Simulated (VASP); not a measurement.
# Ag (I4/mmm) in VASP: a series of runs, part 3 of 3

VASP 6.6.1.

### Step 6. Single point, r2SCAN (strain +0.0100 x Voigt [1, 0, 0, 0, 0, 0])

The input, POSCAR:

```
Ag
1.0
    0.0000000000      2.0431000000      2.0431000000
    2.0635310000      0.0000000000      2.0431000000
    2.0635310000      2.0431000000      0.0000000000
Ag
1
Direct
    0.0000000000      0.0000000000      0.0000000000
```

The input, INCAR.step1:

```
SYSTEM = Ag
ALGO = Normal
EDIFF = 1E-4
ENCUT = 520
GGA = PE
ISMEAR = 0
LASPH = .True.
LCHARG = .False.
LREAL = .False.
LWAVE = .True.
NBANDS = 12
NELM = 80
PREC = Accurate
SIGMA = 0.15
```

The input, INCAR.step2:

```
SYSTEM = Ag
ALGO = Normal
EDIFF = 1E-6
ENCUT = 520
ISIF = 2
ISMEAR = 0
ISTART = 1
LASPH = .True.
LCHARG = .False.
LMIXTAU = .True.
LREAL = .False.
LWAVE = .False.
METAGGA = R2SCAN
NBANDS = 12
NELM = 80
PREC = Accurate
SIGMA = 0.15
```

The input, KPOINTS:

```
k-points
0
Gamma
  20 20 20
  0 0 0
```

Potentials or basis: VASP PAW PBE potentials, release 64 (Ag).

Command:

```
$ cat potpaw_PBE.64/Ag/POTCAR > POTCAR
$ cp INCAR.step1 INCAR
$ mpirun -np 1 vasp_std > vasp.out
$ cp INCAR.step2 INCAR
$ mpirun -np 1 vasp_std > vasp.out
```

OUTCAR:

```text
SYSTEM = Ag
   EDIFF = 1E-6
   ENCUT = 520
   ISIF = 2
   ISMEAR = 0
   ISTART = 1
   LASPH = .True.
   LREAL = .False.
   METAGGA = R2SCAN
   NELM = 80
   PREC = Accurate

 ion  position               nearest neighbor table
   1  0.000  0.000  0.000-

  LATTYP: Found a body centered tetragonal cell.
 ALAT       =     2.8893797293
 C/A-ratio  =     1.4283556980

  Lattice vectors:

 A1 = (   2.0635310000,   0.0000000000,   2.0431000000)
[... 539 lines left out ...]
     10      28.0476      0.00000
     11      31.5363      0.00000
     12      32.0060      0.00000

 [... further k-points ...]

------------------------ aborting loop because EDIFF is reached ----------------------------------------

  FORCE on cell =-STRESS in cart. coord.  units (eV):
  Direction    XX          YY          ZZ          XY          YZ          ZX
  --------------------------------------------------------------------------------------
  -------------------------------------------------------------------------------------
  Total        0.0231764      0.0646219      0.0646219     -0.0000000      0.0000000      0.0000000
  in kB        2.1554391      6.0099365      6.0099365     -0.0000000      0.0000000      0.0000000
  external PRESSURE =       4.7251041 kB  Pullay stress =       0.0000000 kB

 VOLUME and BASIS-vectors are now :
 -----------------------------------------------------------------------------
  energy-cutoff  :      520.00
  volume of cell :       17.23
      direct lattice vectors                 reciprocal lattice vectors
     0.000000000  2.043100000  2.043100000    -0.242303120  0.244726151  0.244726151
     2.063531000  0.000000000  2.043100000     0.242303120 -0.244726151  0.244726151
     2.063531000  2.043100000  0.000000000     0.242303120  0.244726151 -0.244726151

 POSITION                                       TOTAL-FORCE (eV/Angst)
 -----------------------------------------------------------------------------------
      0.00000      0.00000      0.00000         0.000000      0.000000      0.000000
 -----------------------------------------------------------------------------------
    total drift:                               -0.000000      0.000000     -0.000000

  FREE ENERGIE OF THE ION-ELECTRON SYSTEM (eV)
  ---------------------------------------------------
  free  energy   TOTEN  =       -21.3609826986 eV

  energy  without entropy=      -21.3588408396  energy(sigma->0) =      -21.35991177
```

OUTCAR.step1:

```text
SYSTEM = Ag
   EDIFF = 1E-4
   ENCUT = 520
   GGA = PE
   ISMEAR = 0
   LASPH = .True.
[... 579 lines left out ...]
 -----------------------------------------------------------------------------------
      0.00000      0.00000      0.00000         0.000000     -0.000000      0.000000
 -----------------------------------------------------------------------------------
    total drift:                                0.000000      0.000000     -0.000000

  FREE ENERGIE OF THE ION-ELECTRON SYSTEM (eV)
  ---------------------------------------------------
  free  energy   TOTEN  =        -2.7149489902 eV

  energy  without entropy=       -2.7126911689  energy(sigma->0) =       -2.71382008
```

OSZICAR.step1:

```text
N       E                     dE             d eps       ncg     rms          rms(c)
DAV:   1     0.524390785956E+02    0.52439E+02   -0.55155E+03 15512   0.831E+02
DAV:   2    -0.215034982791E+01   -0.54589E+02   -0.51542E+02 17860   0.194E+02
DAV:   3    -0.296440119495E+01   -0.81405E+00   -0.81355E+00 18152   0.251E+01
DAV:   4    -0.296692868511E+01   -0.25275E-02   -0.25274E-02 17852   0.147E+00
DAV:   5    -0.296694903452E+01   -0.20349E-04   -0.20349E-04 17860   0.119E-01    0.509E+00
DAV:   6    -0.272568617513E+01    0.24126E+00   -0.94845E-01 16824   0.872E+00    0.331E+00
DAV:   7    -0.271777699096E+01    0.79092E-02   -0.97871E-03 17940   0.934E-01    0.187E+00
DAV:   8    -0.271494237925E+01    0.28346E-02   -0.69755E-04 17372   0.197E-01    0.898E-02
DAV:   9    -0.271494899025E+01   -0.66110E-05   -0.83573E-06  9968   0.231E-02
   1 F= -.27149490E+01 E0= -.27138201E+01  d E =-.225782E-02
```

It took 2.1 min on 1 thread of Intel Xeon 6975P-C (Granite Rapids), shared host; peak memory 0.25 GiB.

What came out:

- Free energy: -21.3610 eV
- Pressure: 0.5 GPa
- Band gap on the k mesh: zero (an odd number of electrons rules out a gap without spin polarisation)

Stress tensor (GPa, compression positive):
```
0.22 0.00 0.00
0.00 0.60 0.00
0.00 0.00 0.60
```

Caveat: the cell differs from its parent crystal (strain +0.0100 x Voigt [1, 0, 0, 0, 0, 0]); the PAW data sets were made with another functional, which shifts forces and pressure a little.

### Step 7. Single point, r2SCAN (strain +0.0200 x Voigt [1, 0, 0, 0, 0, 0])

The input, POSCAR:

```
Ag
1.0
    0.0000000000      2.0431000000      2.0431000000
    2.0839620000      0.0000000000      2.0431000000
    2.0839620000      2.0431000000      0.0000000000
Ag
1
Direct
    0.0000000000      0.0000000000      0.0000000000
```

The input, INCAR.step1:

```
SYSTEM = Ag
PREC = Accurate
ENCUT = 520
ISMEAR = 0
SIGMA = 0.15
LREAL = .False.
LASPH = .True.
NELM = 60
NBANDS = 12
GGA = PE
ALGO = Normal
EDIFF = 1E-4
LWAVE = .True.
LCHARG = .False.
```

The input, INCAR.step2:

```
SYSTEM = Ag
PREC = Accurate
ENCUT = 520
EDIFF = 1E-7
ISMEAR = 0
SIGMA = 0.15
LREAL = .False.
LASPH = .True.
NELM = 60
ALGO = Normal
ISIF = 2
LWAVE = .False.
LCHARG = .False.
METAGGA = R2SCAN
LMIXTAU = .True.
NBANDS = 12
ISTART = 1
```

The input, KPOINTS:

```
Automatic mesh
0
Gamma
  20 20 20
  0 0 0
```

Potentials or basis: VASP PAW PBE potentials, release 64 (Ag).

Command:

```
$ cat potpaw_PBE.64/Ag/POTCAR > POTCAR
$ cp INCAR.step1 INCAR
$ mpirun -np 1 vasp_std > vasp.out
$ cp INCAR.step2 INCAR
$ mpirun -np 1 vasp_std > vasp.out
```

OUTCAR:

```text
SYSTEM = Ag
   PREC = Accurate
   ENCUT = 520
   EDIFF = 1E-7
   ISMEAR = 0
   LREAL = .False.
   LASPH = .True.
   NELM = 60
   ISIF = 2
   METAGGA = R2SCAN
   ISTART = 1

 ion  position               nearest neighbor table
   1  0.000  0.000  0.000-

  LATTYP: Found a body centered tetragonal cell.
 ALAT       =     2.8893797293
 C/A-ratio  =     1.4424978336

  Lattice vectors:

 A1 = (   2.0839620000,   0.0000000000,   2.0431000000)
 A2 = (   2.0839620000,   0.0000000000,  -2.0431000000)
 A3 = (  -2.0839620000,   2.0431000000,   0.0000000000)

Analysis of symmetry for initial positions (statically):
=====================================================================
 Subroutine PRICEL returns:
 Original cell was already a primitive cell.

 Routine SETGRP: Setting up the symmetry group for a
 body centered tetragonal supercell.

 Subroutine GETGRP returns: Found 16 space group operations
 (whereof 16 operations were pure point group operations)
 out of a pool of 16 trial point group operations.

The static configuration has the point symmetry D_4h.

Analysis of symmetry for dynamics (positions and initial velocities):
=====================================================================
 Subroutine PRICEL returns:
 Original cell was already a primitive cell.

 Routine SETGRP: Setting up the symmetry group for a
 body centered tetragonal supercell.

 Subroutine GETGRP returns: Found 16 space group operations
 (whereof 16 operations were pure point group operations)
 out of a pool of 16 trial point group operations.

The dynamic configuration has the point symmetry D_4h.

 Subroutine INISYM returns: Found 16 space group operations
 (whereof 16 operations are pure point group operations),
 and found     1 'primitive' translations

----------------------------------------------------------------------------------------

                                     Primitive cell

  volume of cell :      17.3980
[... 114 lines left out ...]
   AEXX    =    0.0000 exact exchange contribution
   IVDW    =     0    specifies the selected vdW correction
   LEPSILON=     F    determine dielectric tensor
   LRPA    =     F    only Hartree local field effects (RPA)
 non-spin polarized calculation
 Gauss-broadening in eV      SIGMA  =   0.15
  energy-cutoff  :      520.00
  volume of cell :       17.40
 maximum number of plane-waves:       495
 NGX is ok and might be reduce to    24
   NGX = 11   NGY = 11   NGZ = 11

 number of electron      10.9999998 magnetization

 Free energy of the ion-electron system (eV)
  ---------------------------------------------------
  ext. energy  EPLUGINS =         0.00000000
  ---------------------------------------------------
  free energy    TOTEN  =       -21.36059195 eV

  energy without entropy =      -21.35842529  energy(sigma->0) =      -21.35950862

 E-fermi :   8.1682     XC(G=0): -12.8289

 val. band max:        8.1560001230   @ k =  -0.1000   0.3500   0.3500
 cond. band min:       8.1694422642   @ k =   0.4000   0.4500   0.0500
 fundamental gap:      0.0134421412
 Fermi energy:         8.1682303790

 k-point     1 :       0.0000    0.0000    0.0000
  band No.  band energies     occupation
      1       0.3490      2.00000
      2       3.0074      2.00000
      3       3.1319      2.00000
      4       3.1319      2.00000
      5       4.0318      2.00000
      6       4.1600      2.00000
      7      24.7636      0.00000
      8      28.1951      0.00000
      9      28.4441      0.00000
     10      28.4441      0.00000
     11      33.2697      0.00000
     12      34.1174      0.00000
[... 331 lines left out ...]
 k-point    24 :      -0.3500    0.0500    0.0000
  band No.  band energies     occupation
      1       1.7103      2.00000
      2       3.1083      2.00000
      3       3.2111      2.00000
      4       4.4693      2.00000
      5       4.5491      2.00000
      6       5.7736      2.00000
      7      15.1160      0.00000
      8      24.3276      0.00000
      9      26.1918      0.00000
     10      27.7683      0.00000
     11      31.1416      0.00000
     12      31.8214      0.00000

 [... further k-points ...]

------------------------ aborting loop because EDIFF is reached ----------------------------------------

  FORCE on cell =-STRESS in cart. coord.  units (eV):
  Direction    XX          YY          ZZ          XY          YZ          ZX
  --------------------------------------------------------------------------------------
  -------------------------------------------------------------------------------------
  Total       -0.1155194     -0.0317039     -0.0317039      0.0000000      0.0000000      0.0000000
  in kB      -10.6381592     -2.9196038     -2.9196038      0.0000000      0.0000000      0.0000000
  external PRESSURE =      -5.4924556 kB  Pullay stress =       0.0000000 kB

 VOLUME and BASIS-vectors are now :
 -----------------------------------------------------------------------------
  energy-cutoff  :      520.00
  volume of cell :       17.40
      direct lattice vectors                 reciprocal lattice vectors
     0.000000000  2.043100000  2.043100000    -0.239927599  0.244726151  0.244726151
     2.083962000  0.000000000  2.043100000     0.239927599 -0.244726151  0.244726151
     2.083962000  2.043100000  0.000000000     0.239927599  0.244726151 -0.244726151

 POSITION                                       TOTAL-FORCE (eV/Angst)
 -----------------------------------------------------------------------------------
      0.00000      0.00000      0.00000         0.000000      0.000000      0.000000
 -----------------------------------------------------------------------------------
    total drift:                               -0.000000      0.000000     -0.000000

  FREE ENERGIE OF THE ION-ELECTRON SYSTEM (eV)
  ---------------------------------------------------
  free  energy   TOTEN  =       -21.3605919526 eV

  energy  without entropy=      -21.3584252865  energy(sigma->0) =      -21.35950862
```

OSZICAR.step1:

```text
N       E                     dE             d eps       ncg     rms          rms(c)
DAV:   1     0.523792907691E+02    0.52379E+02   -0.54595E+03 15576   0.825E+02
DAV:   2    -0.212480301466E+01   -0.54504E+02   -0.51493E+02 17836   0.194E+02
DAV:   3    -0.296395412507E+01   -0.83915E+00   -0.83859E+00 18116   0.253E+01
DAV:   4    -0.296656133984E+01   -0.26072E-02   -0.26071E-02 17856   0.148E+00
DAV:   5    -0.296658210748E+01   -0.20768E-04   -0.20767E-04 17780   0.119E-01    0.496E+00
DAV:   6    -0.272787246602E+01    0.23871E+00   -0.94764E-01 16820   0.870E+00    0.324E+00
DAV:   7    -0.272037145230E+01    0.75010E-02   -0.91417E-03 17828   0.906E-01    0.184E+00
DAV:   8    -0.271763335515E+01    0.27381E-02   -0.70089E-04 17384   0.199E-01    0.867E-02
DAV:   9    -0.271764028231E+01   -0.69272E-05   -0.85321E-06  9900   0.233E-02
   1 F= -.27176403E+01 E0= -.27165076E+01  d E =-.226539E-02
```

Run time: 2.4 min. Hardware: 1 thread of Intel Xeon 6975P-C (Granite Rapids), shared host; peak memory 0.25 GiB.

Results:

* Free energy: -21.3606 eV
* Pressure: -0.5 GPa
* Band gap on the k mesh: zero (an odd number of electrons rules out a gap without spin polarisation)

Caveat: the cell differs from its parent crystal (strain +0.0200 x Voigt [1, 0, 0, 0, 0, 0]); the PAW data sets were made with another functional, which shifts forces and pressure a little.

### Step 8. The runs side by side

| cell | gap on the mesh (eV) | pressure (GPa) |
| --- | --- | --- |
| a = 2.889, b = 2.832, c = 2.832 Å, angles 61.3, 59.3, 59.3°, 1 atom | none | 6.8 |
| a = 2.889, b = 2.846, c = 2.846 Å, angles 61.0, 59.5, 59.5°, 1 atom | none | 5.4 |
| a = 2.889, b = 2.861, c = 2.861 Å, angles 60.7, 59.7, 59.7°, 1 atom | none | 4.0 |
| a = 2.889, b = 2.875, c = 2.875 Å, angles 60.3, 59.8, 59.8°, 1 atom | none | 2.7 |
| a = 2.889, b = 2.904, c = 2.904 Å, angles 59.7, 60.2, 60.2°, 1 atom | none | 0.5 |
| a = 2.889, b = 2.918, c = 2.918 Å, angles 59.3, 60.3, 60.3°, 1 atom | none | -0.5 |

Alike in all rows: task single point; level r2SCAN; potentials or basis VASP PAW PBE potentials, release 64 (Ag); no spin polarisation; k mesh 20 × 20 × 20; cutoff (eV) 520; smearing gaussian 0.15 eV.

Caveats: the PAW data sets were made with another functional, which shifts forces and pressure a little; the cell stands under pressure (at least some runs).

Absolute energies hang on the potentials; compare differences alone.
